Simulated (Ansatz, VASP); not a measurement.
# Fe: VASP beside Ansatz

File INCAR:

```
SYSTEM = Fe
ALGO     = Normal         ! electronic algorithm
EDIFF    = 1E-6           ! SCF threshold, eV
ENCUT    = 520            ! plane-wave cutoff, eV
GGA      = PE             ! functional
ISIF     = 2              ! what is computed and relaxed
ISMEAR   = -1             ! smearing method
ISPIN    = 2              ! spin polarisation
LASPH    = .True.         ! aspherical terms in the spheres
LCHARG   = .True.         ! write CHGCAR
LELF     = .True.         ! ELF
LMAXMIX  = 4              ! l up to which the mixer works
LORBIT   = 11             ! projections on sites
LREAL    = .False.        ! projectors in reciprocal space
LVHAR    = .True.       
LWAVE    = .False.        ! write WAVECAR
MAGMOM   = 1.537 -1.537   ! initial moments
NBANDS   = 19             ! bands
NELM     = 150            ! most SCF steps
PREC     = Accurate       ! precision mode
SIGMA    = 0.1            ! smearing width, eV
```

Contents of KPOINTS:

```
k-points
0
Gamma
  7 7 5
  0 0 0
```

Contents of POSCAR:

```
Fe
1.0
    2.4214045581      0.0000000000      0.0000000000
    0.0000000000      2.4214045581      0.0000000000
    0.0000000000      0.0000000000      3.6811567643
Fe
2
Direct
    1.0000000000      1.0000000000      0.0000000000
    0.5000000000      0.5000000000      0.5000000000
```

Input for Ansatz:

```yaml
crystal:
  lattice:
    - [2.4214045581, 0.0, 0.0]
    - [0.0, 2.4214045581, 0.0]
    - [0.0, 0.0, 3.6811567643]
  atoms:
    - { symbol: Fe, position: [1.0, 1.0, 0.0], spin: 1.537 }
    - { symbol: Fe, position: [0.5, 0.5, 0.5], spin: -1.537 }
hamiltonian:
  xc: pbe
  pseudopotentials:
    kind: paw
    azcp:
      Fe: "pseudopotentials/Fe.paw.azcp"
basis:
  ecutwfc: 420
  fft_grid_basis: typed
kpoints:
  mp_grid: { grid: [7, 7, 5], shift: [0, 0, 0] }
magnetization:
  spin_polarized: true
scf:
  occupations: { method: fermi_dirac, width: 0.1 }
```

Alike in both runs: task single point; functional PBE; k mesh 7 × 7 × 5; occupations fermi-dirac, width 0.1 eV; collinear spin.

```csv
,VASP,Ansatz
version,VASP 6.6.1,Ansatz 0.2.0
potentials or method,"VASP PAW PBE potentials, release 64 (Fe), cutoff 520 eV","plane waves (420 eV) with PAW, scalar-relativistic"
valence electrons in the cell,16,32
```

Ansatz gave:

```
net moment per atom (μB)                                      : 0.00
size of the moment on the site where the two differ most (μB) : 1.49
```

Task: Which values does VASP return?

Result: net moment per atom (μB): 0.00; size of the moment on the site where the two differ most (μB): 1.53.

Site moments also hang on the region over which each program counts them. VASP's potentials hold 16 valence electrons a cell and Ansatz's 32, so a difference there can come from the potentials and not from the codes.

The k mesh is coarse, so the values compare programs but aren't converged.
